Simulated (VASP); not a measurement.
# Al4FeCo3 (Im-3m) in VASP: relaxation of cell and atoms with PBE

Aim: the relaxation of cell and atoms of Al4FeCo3 with PBE.

Everything below comes from runs of VASP 6.6.1. Logs are shortened: lines on timing, memory, paths and dates and some standing lists are left out, and cuts for length are marked.

### Step 1. The cell of the first run

Symmetry: Im-3m, No. 229, cubic system. The conventional cell has a = 5.708 Å, b = 5.708 Å, c = 5.708 Å, α = 90.00°, β = 90.00°, γ = 90.00°. Al (site symmetry -3m) has 2 Fe at 2.47 Å and 6 Co at 2.47 Å and 6 Al at 2.85 Å within 3.3 Å. Fe (site symmetry m-3m) has 8 Al at 2.47 Å and 6 Co at 2.85 Å within 3.3 Å. Co (site symmetry 4/mmm) has 8 Al at 2.47 Å and 2 Fe at 2.85 Å and 4 Co at 2.85 Å within 3.3 Å.

### Step 2. Relaxation of cell and atoms, PBE

Input file INCAR:

```
ALGO = Fast
EDIFF = 1E-6
EDIFFG = -0.01
ENCUT = 600
GGA = PE
IBRION = 2
ISIF = 3
ISMEAR = 0
LASPH = True
LCHARG = False
LREAL = False
LWAVE = False
NELM = 60
NSW = 100
PREC = Accurate
SIGMA = 0.1
```

Input file KPOINTS:

```
k-points
0
Gamma
  10 10 10
```

Input file POSCAR:

```
Al4FeCo3
1.0
   -2.8541907000      2.8541907000      2.8541907000
    2.8541907000     -2.8541907000      2.8541907000
    2.8541907000      2.8541907000     -2.8541907000
Al Fe Co
4 1 3
Direct
    0.0000000000      0.5000000000      0.0000000000
    0.5000000000      0.5000000000      0.5000000000
    0.0000000000      0.0000000000      0.5000000000
    0.5000000000      0.0000000000      0.0000000000
    0.0000000000      0.0000000000      0.0000000000
    0.5000000000      0.0000000000      0.5000000000
    0.5000000000      0.5000000000      0.0000000000
    0.0000000000      0.5000000000      0.5000000000
```

Potentials or basis: VASP PAW PBE potentials, release 64 (Al, Fe, Co).

Run with:

```
> cat potpaw_PBE.64/Al/POTCAR potpaw_PBE.64/Fe/POTCAR potpaw_PBE.64/Co/POTCAR > POTCAR
> mpirun -np 1 vasp_std > vasp.out
```

OUTCAR:

```text
EDIFF = 1E-6
   EDIFFG = -0.01
   ENCUT = 600
   GGA = PE
   IBRION = 2
   ISIF = 3
   ISMEAR = 0
   LASPH = True
   LREAL = False
   NELM = 60
   NSW = 100
   PREC = Accurate

 ion  position               nearest neighbor table
   1  0.000  0.500  0.000-   5 2.47   6 2.47   7 2.47   8 2.47   8 2.47   5 2.47   7 2.47   6 2.47
                             4 2.85   3 2.85   2 2.85   2 2.85   4 2.85   3 2.85
   2  0.500  0.500  0.500-   5 2.47   6 2.47   7 2.47   8 2.47   7 2.47   6 2.47   8 2.47   5 2.47
                             4 2.85   4 2.85   1 2.85   1 2.85   3 2.85   3 2.85
   3  0.000  0.000  0.500-   5 2.47   6 2.47   7 2.47   8 2.47   5 2.47   8 2.47   6 2.47   7 2.47
                             4 2.85   1 2.85   1 2.85   4 2.85   2 2.85   2 2.85
   4  0.500  0.000  0.000-   5 2.47   6 2.47   7 2.47   8 2.47   6 2.47   7 2.47   5 2.47   8 2.47
                             3 2.85   2 2.85   1 2.85   3 2.85   1 2.85   2 2.85
   5  0.000  0.000  0.000-   1 2.47   2 2.47   3 2.47   4 2.47   3 2.47   1 2.47   4 2.47   2 2.47
                             7 2.85   8 2.85   8 2.85   6 2.85   7 2.85   6 2.85
   6  0.500  0.000  0.500-   1 2.47   2 2.47   3 2.47   4 2.47   4 2.47   2 2.47   3 2.47   1 2.47
                             7 2.85   7 2.85   8 2.85   5 2.85   8 2.85   5 2.85
   7  0.500  0.500  0.000-   1 2.47   2 2.47   3 2.47   4 2.47   2 2.47   4 2.47   1 2.47   3 2.47
                             6 2.85   6 2.85   8 2.85   8 2.85   5 2.85   5 2.85
   8  0.000  0.500  0.500-   1 2.47   2 2.47   3 2.47   4 2.47   1 2.47   3 2.47   2 2.47   4 2.47
                             6 2.85   5 2.85   7 2.85   7 2.85   6 2.85   5 2.85

  LATTYP: Found a body centered cubic cell.
 ALAT       =     5.7083814000

  Lattice vectors:

 A1 = (  -2.8541907000,   2.8541907000,   2.8541907000)
 A2 = (   2.8541907000,  -2.8541907000,   2.8541907000)
 A3 = (   2.8541907000,   2.8541907000,  -2.8541907000)

Analysis of symmetry for initial positions (statically):
=====================================================================
 Subroutine PRICEL returns:
 Original cell was already a primitive cell.

 Routine SETGRP: Setting up the symmetry group for a
 body centered cubic supercell.

 Subroutine GETGRP returns: Found 48 space group operations
 (whereof 48 operations were pure point group operations)
 out of a pool of 48 trial point group operations.

The static configuration has the point symmetry O_h .

Analysis of symmetry for dynamics (positions and initial velocities):
=====================================================================
 Subroutine PRICEL returns:
 Original cell was already a primitive cell.

 Routine SETGRP: Setting up the symmetry group for a
 body centered cubic supercell.

 Subroutine GETGRP returns: Found 48 space group operations
 (whereof 48 operations were pure point group operations)
 out of a pool of 48 trial point group operations.

The dynamic configuration has the point symmetry O_h .

 Subroutine INISYM returns: Found 48 space group operations
 (whereof 48 operations are pure point group operations),
 and found     1 'primitive' translations

----------------------------------------------------------------------------------------

                                     Primitive cell

  volume of cell :      93.0056

  direct lattice vectors                    reciprocal lattice vectors
    -2.854190700  2.854190700  2.854190700     0.000000000  0.175181007  0.175181007
     2.854190700 -2.854190700  2.854190700     0.175181007  0.000000000  0.175181007
     2.854190700  2.854190700 -2.854190700     0.175181007  0.175181007  0.000000000

  length of vectors
     4.943603307  4.943603307  4.943603307     0.247743355  0.247743355  0.247743355

  position of ions in fractional coordinates (direct lattice)
     0.000000000  0.500000000  0.000000000
     0.500000000  0.500000000  0.500000000
     0.000000000  0.000000000  0.500000000
     0.500000000  0.000000000  0.000000000
     0.000000000  0.000000000  0.000000000
     0.500000000  0.000000000  0.500000000
     0.500000000  0.500000000  0.000000000
     0.000000000  0.500000000  0.500000000

  ion indices of the primitive-cell ions
   primitive index   ion index
                 1           1
                 2           2
                 3           3
                 4           4
                 5           5
                 6           6
                 7           7
                 8           8

----------------------------------------------------------------------------------------

 KPOINTS: k-points

Automatic generation of k-mesh.
 Grid dimensions read from file:
 generate k-points for:   10   10   10

 Generating k-lattice:

  Cartesian coordinates                     Fractional coordinates (reciprocal lattice)
     0.000000000  0.017518101  0.017518101     0.100000000  0.000000000  0.000000000
     0.017518101  0.000000000  0.017518101     0.000000000  0.100000000  0.000000000
     0.017518101  0.017518101  0.000000000     0.000000000  0.000000000  0.100000000

  Length of vectors
     0.024774336  0.024774336  0.024774336

  Shift w.r.t. Gamma in fractional coordinates (k-lattice)
     0.000000000  0.000000000  0.000000000

 Subroutine IBZKPT returns following result:
 ===========================================

 Found     47 irreducible k-points:

 Following reciprocal coordinates:
            Coordinates               Weight
  0.000000  0.000000  0.000000      1.000000
  0.100000  0.000000  0.000000     12.000000
  0.200000  0.000000  0.000000     12.000000
  0.300000  0.000000  0.000000     12.000000
  0.400000  0.000000  0.000000     12.000000
  0.500000  0.000000  0.000000      6.000000
[... 16 lines left out ...]
  0.300000  0.300000  0.100000      8.000000
 -0.300000  0.300000  0.100000     24.000000
 [... further k-points ...]
   k-points           NKPTS =     47   k-points in BZ     NKDIM =     47   number of bands    NBANDS=     28
   number of dos      NEDOS =    301   number of ions     NIONS =      8
   total plane-waves  NPLWV =  64000
   dimension x,y,z NGX =    40 NGY =   40 NGZ =   40
   dimension x,y,z NGXF=    80 NGYF=   80 NGZF=   80
   ions per type =               4   1   3
   NGX,Y,Z   is equivalent  to a cutoff of  13.45, 13.45, 13.45 a.u.
   NGXF,Y,Z  is equivalent  to a cutoff of  26.90, 26.90, 26.90 a.u.
 SYSTEM =  unknown system
   PREC   = accura    normal or accurate (medium, high low for compatibility)
   ISTART =      0    job   : 0-new  1-cont  2-samecut
   ICHARG =      2    charge: 1-file 2-atom 10-const
   ISPIN  =      1    spin polarized calculation?
   LNONCOLLINEAR =      F non collinear calculations
   LSORBIT =      F    spin-orbit coupling
   LASPH  =      T    aspherical Exc in radial PAW
   ENCUT  =  600.0 eV  44.10 Ry    6.64 a.u.   9.87  9.87  9.87*2*pi/ulx,y,z
   NELM   =     60;   NELMIN=  2; NELMDL= -5     # of ELM steps
   EDIFF  = 0.1E-05   stopping-criterion for ELM
   LREAL  =      F    real-space projection
   EDIFFG = -.1E-01   stopping-criterion for IOM
   NSW    =    100    number of steps for IOM
   IBRION =      2    ionic relax: 0-MD 1-quasi-New 2-CG
   NFREE  =      1    steps in history (QN), initial steepest desc. (CG)
   ISIF   =      3    stress and relaxation
   ISYM   =      2    0-nonsym 1-usesym 2-fastsym
   POTIM  = 0.5000    time-step for ionic-motion
   TEBEG  =    0.0;   TEEND  =   0.0 temperature during run
   PSTRESS=    0.0 pullay stress
   NELECT =      47.0000    total number of electrons
   NUPDOWN=      -1.0000    fix difference up-down
   EMIN   =  10.00;   EMAX   =-10.00  energy-range for DOS
   EFERMI =   0.00;   METHOD = LEGACY
   ISMEAR =     0;   SIGMA  =   0.10  broadening in eV -4-tet -1-fermi 0-gaus
   EFERMI_NEDOS =   21; number of points for ismear=-14 and -15
   IALGO  =     68    algorithm
   IMIX   =      4    mixing-type and parameters
     AMIX     =   0.40;   BMIX     =  1.00
     AMIX_MAG =   1.60;   BMIX_MAG =  1.00
  volume/ion in A,a.u.               =      11.63        78.45
  Fermi-wavevector in a.u.,A,eV,Ry     =   1.303981  2.464166 23.134876  1.700365
  Thomas-Fermi vector in A             =   2.434947
   LORBIT       =      0    0 simple, 1 ext, 2 COOP (PROOUT), +10 PAW based schemes
   GGA     = PE    functional components
   LHFCALC =     F    Hartree Fock is set to
   AEXX    =    0.0000 exact exchange contribution
   IVDW    =     0    specifies the selected vdW correction
   LEPSILON=     F    determine dielectric tensor
   LRPA    =     F    only Hartree local field effects (RPA)
 conjugate gradient relaxation of ions
 non-spin polarized calculation
 RMM-DIIS sequential band-by-band and
 Gauss-broadening in eV      SIGMA  =   0.10
  energy-cutoff  :      600.00
  volume of cell :       93.01
 maximum number of plane-waves:      3132
   NGX = 19   NGY = 19   NGZ = 19

--------------------------------------- Ionic step        1  -------------------------------------------

 number of electron      46.9999981 magnetization

 Free energy of the ion-electron system (eV)
  ---------------------------------------------------
  ext. energy  EPLUGINS =         0.00000000
  ---------------------------------------------------
  free energy    TOTEN  =       -48.77302047 eV

  energy without entropy =      -48.76153708  energy(sigma->0) =      -48.76727877

------------------------ aborting loop because EDIFF is reached ----------------------------------------

  FORCE on cell =-STRESS in cart. coord.  units (eV):
  Direction    XX          YY          ZZ          XY          YZ          ZX
  --------------------------------------------------------------------------------------
  -------------------------------------------------------------------------------------
  Total       -0.0855271     -0.0855271     -0.0855271      0.0000000      0.0000000     -0.0000000
  in kB       -1.4733486     -1.4733486     -1.4733486      0.0000000      0.0000000     -0.0000000
  external PRESSURE =      -1.4733486 kB  Pullay stress =       0.0000000 kB
[... 69 lines left out ...]
  energy  without entropy=      -48.7615232291  energy(sigma->0) =      -48.76724783

--------------------------------------- Ionic step        3  -------------------------------------------

 number of electron      46.9999981 magnetization

 Free energy of the ion-electron system (eV)
  ---------------------------------------------------
  ext. energy  EPLUGINS =         0.00000000
  ---------------------------------------------------
  free energy    TOTEN  =       -48.77303191 eV

  energy without entropy =      -48.76156068  energy(sigma->0) =      -48.76729630

 E-fermi :   9.7064     XC(G=0): -12.2457

 val. band max:        9.7017766956   @ k =  -0.3000   0.4000   0.2000
 cond. band min:       9.7107285584   @ k =  -0.3000   0.3000   0.2000
 fundamental gap:      0.0089518628
 Fermi energy:         9.7064049243

 k-point     1 :       0.0000    0.0000    0.0000
  band No.  band energies     occupation
      1      -0.9674      2.00000
      2       4.8078      2.00000
      3       4.8079      2.00000
      4       4.8079      2.00000
      5       6.9906      2.00000
      6       6.9906      2.00000
[... 733 lines left out ...]
     27      10.6144      0.00000
     28      12.6463      0.00000

 [... further k-points ...]

------------------------ aborting loop because EDIFF is reached ----------------------------------------

  FORCE on cell =-STRESS in cart. coord.  units (eV):
  Direction    XX          YY          ZZ          XY          YZ          ZX
  --------------------------------------------------------------------------------------
  -------------------------------------------------------------------------------------
  Total        0.0072924      0.0072924      0.0072924      0.0000000     -0.0000000      0.0000000
  in kB        0.1256896      0.1256896      0.1256896      0.0000000     -0.0000000      0.0000000
  external PRESSURE =       0.1256896 kB  Pullay stress =       0.0000000 kB
[... 23 lines left out ...]
  FREE ENERGIE OF THE ION-ELECTRON SYSTEM (eV)
  ---------------------------------------------------
  free  energy   TOTEN  =       -48.7730319098 eV

  energy  without entropy=      -48.7615606808  energy(sigma->0) =      -48.76729630

 reached required accuracy - stopping structural energy minimisation
```

Run time: 7.9 min. Hardware: 1 thread of AMD EPYC 9R14 (Zen 4), shared host; peak memory 0.32 GiB.

What came out:

| Quantity | Value |
| --- | --- |
| Free energy | -48.7730 eV |
| Relaxed volume | 11.62 Å³/atom |
| Relaxed cell | a = 4.943 Å, b = 4.943 Å, c = 4.943 Å, α = 109.47°, β = 109.47°, γ = 109.47° |
| Space group after relaxing (to 0.1 Å) | Im-3m (No. 229) |
| Energy gained by relaxing | 0.0 meV/atom |
| Ionic steps | 3 |
| Pressure after relaxing | 0.0 GPa |
| Band gap on the k mesh | zero (an odd number of electrons rules out a gap without spin polarisation) |

Final structure:
```xyz
8
Lattice="-2.8537 2.8537 2.8537 2.8537 -2.8537 2.8537 2.8537 2.8537 -2.8537" Properties=species:S:1:pos:R:3 pbc="T T T"
Al    1.4268   -1.4268    1.4268
Al    1.4268    1.4268    1.4268
Al    1.4268    1.4268   -1.4268
Al   -1.4268    1.4268    1.4268
Fe    0.0000    0.0000    0.0000
Co    0.0000    2.8537    0.0000
Co    0.0000    0.0000    2.8537
Co    2.8537    0.0000    0.0000
```

Caveat: the run has no spin polarisation, though such a crystal can be magnetic. Spin polarisation is off, so any magnetic state and its effect on volume and gap are missing.
